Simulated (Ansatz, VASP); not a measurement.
# Mn in VASP and in Ansatz

INCAR

```
PREC     = Accurate       # precision mode
ENCUT    = 520            # plane-wave cutoff, eV
EDIFF    = 1E-6           # SCF threshold, eV
ISMEAR   = -1             # smearing method
SIGMA    = 0.05           # smearing width, eV
LREAL    = False          # projectors in reciprocal space
LASPH    = True           # aspherical terms in the spheres
NELM     = 150            # most SCF steps
ALGO     = Normal         # electronic algorithm
ISIF     = 2              # what is computed and relaxed
LWAVE    = False          # write WAVECAR
LCHARG   = False          # write CHGCAR
ISPIN    = 2              # spin polarisation
MAGMOM   = 2.145 -2.145   # initial moments
LORBIT   = 11             # projections on sites
LMAXMIX  = 4              # l up to which the mixer works
GGA      = RP             # functional
NBANDS   = 24             # bands
```

Contents of KPOINTS:

```
Automatic mesh
0
Gamma
  14 14 10
```

The input POSCAR:

```
Mn
1.0
    2.6112151513      0.0000000000      0.0000000000
    0.0000000000      2.6112151513      0.0000000000
    0.0000000000      0.0000000000      3.5271831417
Mn
2
Direct
    0.0000000000      1.0000000000      0.0000000000
    0.5000000000      0.5000000000      0.5000000000
```

Input for Ansatz:

```yaml
crystal:
  lattice:
    - [2.6112151513, 0.0, 0.0]
    - [0.0, 2.6112151513, 0.0]
    - [0.0, 0.0, 3.5271831417]
  atoms:
    - { symbol: Mn, position: [0.0, 1.0, 0.0], spin: 2.145 }
    - { symbol: Mn, position: [0.5, 0.5, 0.5], spin: -2.145 }
hamiltonian:
  xc: rpbe
  pseudopotentials:
    kind: paw
    azcp:
      Mn: "pseudopotentials/Mn.paw.azcp"
basis:
  ecutwfc: 420
  fft_grid_basis: typed
kpoints:
  mp_grid: { grid: [14, 14, 10], shift: [0, 0, 0] }
magnetization:
  spin_polarized: true
scf:
  occupations: { method: fermi_dirac, width: 0.05 }
  lower_state_search: "off"
output:
  stress: true
```

Alike in both runs: task single point; functional RPBE; k mesh 14 × 14 × 10; occupations fermi-dirac, width 0.05 eV; collinear spin.

|  | VASP | Ansatz |
| --- | --- | --- |
| version | VASP 6.6.1 | Ansatz 0.2.0 |
| potentials or method | VASP PAW PBE potentials, release 64 (Mn_pv), cutoff 520 eV | plane waves (420 eV) with PAW, scalar-relativistic |
| valence electrons in the cell | 26 | 30 |

VASP gave:

```
pressure (GPa)                                                : 0.5
traceless stress, the component that is largest in VASP (GPa) : 0.11
net moment per atom (μB)                                      : 0.00
size of the moment on the site where the two differ most (μB) : 2.21
```

Q: What did Ansatz give for the same quantities?

A: Pressure (GPa): 0.0; traceless stress, the component that is largest in VASP (GPa): 0.06; net moment per atom (μB): 0.00; size of the moment on the site where the two differ most (μB): 2.14.

VASP's potentials were made for PBE, not for RPBE. Site moments also hang on the region over which each program counts them. With one functional, cell and mesh, what is left measures potentials, basis and numerics. VASP's potentials hold 26 valence electrons a cell and Ansatz's 30, so a difference there can come from the potentials and not from the codes.
